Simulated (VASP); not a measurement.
# KI (R-3m) in VASP: further runs, part 2 of 2

VASP 6.6.1. Earlier steps stand in the parts before.

## 3. Single point, r2SCAN (epitaxial 111 strain -3.0%)

Input file POSCAR:

```
KI
1.0
    0.1496118062      3.5875682345      3.5875682345
    3.5875682345      0.1496118062      3.5875682345
    3.5875682345      3.5875682345      0.1496118062
K I
1 1
Direct
    0.0000000000      0.0000000000      0.0000000000
    0.5000000000      0.5000000000      0.5000000000
```

Input file INCAR.step1:

```
SYSTEM = KI
  ALGO = Normal
  EDIFF = 1E-4
  ENCUT = 520
  GGA = PE
  ISMEAR = 0
  LASPH = .TRUE.
  LCHARG = .FALSE.
  LREAL = .FALSE.
  LWAVE = .TRUE.
  NBANDS = 15
  NELM = 100
  PREC = Accurate
  SIGMA = 0.01
```

Input file INCAR.step2:

```
SYSTEM = KI
  ALGO = Normal
  EDIFF = 1E-7
  ENCUT = 520
  ISIF = 2
  ISMEAR = 0
  ISTART = 1
  LASPH = .TRUE.
  LCHARG = .FALSE.
  LMIXTAU = .TRUE.
  LREAL = .FALSE.
  LWAVE = .FALSE.
  METAGGA = R2SCAN
  NBANDS = 15
  NELM = 100
  PREC = Accurate
  SIGMA = 0.01
```

Input file KPOINTS:

```
k-points
0
G
  6 6 6
  0 0 0
```

Potentials or basis: VASP PAW PBE potentials, release 64 (K_sv, I).

Started as:

```
$ cat potpaw_PBE.64/K_sv/POTCAR potpaw_PBE.64/I/POTCAR > POTCAR
$ cp INCAR.step1 INCAR
$ mpirun -np 1 vasp_std > vasp.out
$ cp INCAR.step2 INCAR
$ mpirun -np 1 vasp_std > vasp.out
```

OUTCAR:

```text
SYSTEM = KI
   EDIFF = 1E-7
   ENCUT = 520
   ISIF = 2
   ISMEAR = 0
   ISTART = 1
   LASPH = .TRUE.
   LREAL = .FALSE.
   METAGGA = R2SCAN
   NELM = 100
   PREC = Accurate

 ion  position               nearest neighbor table
   1  0.000  0.000  0.000-   2 3.51   2 3.51   2 3.51   2 3.51   2 3.51   2 3.51
   2  0.500  0.500  0.500-   1 3.51   1 3.51   1 3.51   1 3.51   1 3.51   1 3.51

  LATTYP: Found a trigonal (rhomboedric) cell.
 ALAT       =     5.0757930776
 COS(alpha) =     0.5412322103

  Lattice vectors:

 A1 = (   0.1496118062,   3.5875682345,   3.5875682345)
 A2 = (   3.5875682345,   0.1496118062,   3.5875682345)
 A3 = (   3.5875682345,   3.5875682345,   0.1496118062)

Analysis of symmetry for initial positions (statically):
=====================================================================
 Subroutine PRICEL returns:
 Original cell was already a primitive cell.

 Routine SETGRP: Setting up the symmetry group for a
 trigonal (rhombohedral) supercell.

 Subroutine GETGRP returns: Found 12 space group operations
 (whereof 12 operations were pure point group operations)
 out of a pool of 12 trial point group operations.

The static configuration has the point symmetry D_3d.

Analysis of symmetry for dynamics (positions and initial velocities):
=====================================================================
 Subroutine PRICEL returns:
 Original cell was already a primitive cell.

 Routine SETGRP: Setting up the symmetry group for a
 trigonal (rhombohedral) supercell.

 Subroutine GETGRP returns: Found 12 space group operations
 (whereof 12 operations were pure point group operations)
 out of a pool of 12 trial point group operations.

The dynamic configuration has the point symmetry D_3d.

 Subroutine INISYM returns: Found 12 space group operations
 (whereof 12 operations are pure point group operations),
 and found     1 'primitive' translations

----------------------------------------------------------------------------------------

                                     Primitive cell

[... 121 lines left out ...]
 non-spin polarized calculation
 Gauss-broadening in eV      SIGMA  =   0.01
  energy-cutoff  :      520.00
  volume of cell :       86.58
 maximum number of plane-waves:      2353
 NGX is ok and might be reduce to    40
   NGX = 19   NGY = 19   NGZ = 19

 number of electron      16.0000001 magnetization

 Free energy of the ion-electron system (eV)
  ---------------------------------------------------
  ext. energy  EPLUGINS =         0.00000000
  ---------------------------------------------------
  free energy    TOTEN  =       -33.97482345 eV

  energy without entropy =      -33.97482345  energy(sigma->0) =      -33.97482345

 E-fermi :  -0.4967     XC(G=0):  -7.5955

 val. band max:       -0.5853105526   @ k =   0.0000   0.0000   0.0000
 cond. band min:       3.9810562422   @ k =   0.0000   0.0000   0.0000
 fundamental gap:      4.5663667949
 Fermi energy:        -0.4967255078

 k-point     1 :       0.0000    0.0000    0.0000
  band No.  band energies     occupation
      1     -30.2948      2.00000
      2     -13.0145      2.00000
      3     -13.0145      2.00000
      4     -13.0064      2.00000
      5     -11.4931      2.00000
      6      -0.7699      2.00000
      7      -0.5853      2.00000
      8      -0.5853      2.00000
      9       3.9811      0.00000
     10       6.0959      0.00000
     11       6.5505      0.00000
     12       6.5505      0.00000
     13       7.2637      0.00000
     14       7.2637      0.00000
[... 401 lines left out ...]
      2     -13.0627      2.00000
      3     -13.0537      2.00000
      4     -13.0336      2.00000
      5     -11.2768      2.00000
      6      -1.5705      2.00000
      7      -1.2778      2.00000
      8      -1.1710      2.00000
      9       5.4571      0.00000
     10       6.5266      0.00000
     11       7.3129      0.00000
     12       8.5229      0.00000
     13       8.6596      0.00000
     14       9.7784      0.00000
     15      10.2218      0.00000

 [... further k-points ...]

------------------------ aborting loop because EDIFF is reached ----------------------------------------

  FORCE on cell =-STRESS in cart. coord.  units (eV):
  Direction    XX          YY          ZZ          XY          YZ          ZX
  --------------------------------------------------------------------------------------
  -------------------------------------------------------------------------------------
  Total        0.2047024      0.2047024      0.2047024     -0.0988651     -0.0988651     -0.0988651
  in kB        3.7882621      3.7882621      3.7882621     -1.8296173     -1.8296173     -1.8296173
  external PRESSURE =       3.7882621 kB  Pullay stress =       0.0000000 kB

 VOLUME and BASIS-vectors are now :
 -----------------------------------------------------------------------------
  energy-cutoff  :      520.00
  volume of cell :       86.58
      direct lattice vectors                 reciprocal lattice vectors
     0.149611806  3.587568234  3.587568234    -0.148405825  0.142464644  0.142464644
     3.587568234  0.149611806  3.587568234     0.142464644 -0.148405825  0.142464644
     3.587568234  3.587568234  0.149611806     0.142464644  0.142464644 -0.148405825

 POSITION                                       TOTAL-FORCE (eV/Angst)
 -----------------------------------------------------------------------------------
      0.00000      0.00000      0.00000        -0.000000     -0.000000     -0.000000
      3.66237      3.66237      3.66237         0.000000      0.000000      0.000000
 -----------------------------------------------------------------------------------
    total drift:                                0.000000     -0.000000     -0.000000

  FREE ENERGIE OF THE ION-ELECTRON SYSTEM (eV)
  ---------------------------------------------------
  free  energy   TOTEN  =       -33.9748234539 eV

  energy  without entropy=      -33.9748234539  energy(sigma->0) =      -33.97482345
```

OUTCAR.step1:

```text
SYSTEM = KI
   EDIFF = 1E-4
   ENCUT = 520
   GGA = PE
   ISMEAR = 0
   LASPH = .TRUE.
   LREAL = .FALSE.
[... 654 lines left out ...]
      0.00000      0.00000      0.00000         0.000000     -0.000000      0.000000
      3.66237      3.66237      3.66237        -0.000000      0.000000     -0.000000
 -----------------------------------------------------------------------------------
    total drift:                                0.000000     -0.000000     -0.000000

  FREE ENERGIE OF THE ION-ELECTRON SYSTEM (eV)
  ---------------------------------------------------
  free  energy   TOTEN  =        -5.5433961262 eV

  energy  without entropy=       -5.5433961262  energy(sigma->0) =       -5.54339613
```

Run time: 2.3 min. Hardware: 1 thread of Intel Xeon Platinum 8375C at 2.90GHz (Ice Lake), shared host; peak memory 0.27 GiB.

Results:

| Item | Value |
| --- | --- |
| Free energy | -33.9748 eV |
| Pressure | 0.4 GPa |
| Band gap on the k mesh | 4.57 eV |

Stress tensor (GPa, compression positive):
```
 0.38 -0.18 -0.18
-0.18  0.38 -0.18
-0.18 -0.18  0.38
```

Caveat: the cell differs from its parent crystal (epitaxial 111 strain -3.0%); the PAW data sets were made with another functional, which shifts forces and pressure a little; spin-orbit coupling is left out, which moves the levels of the heavy elements.
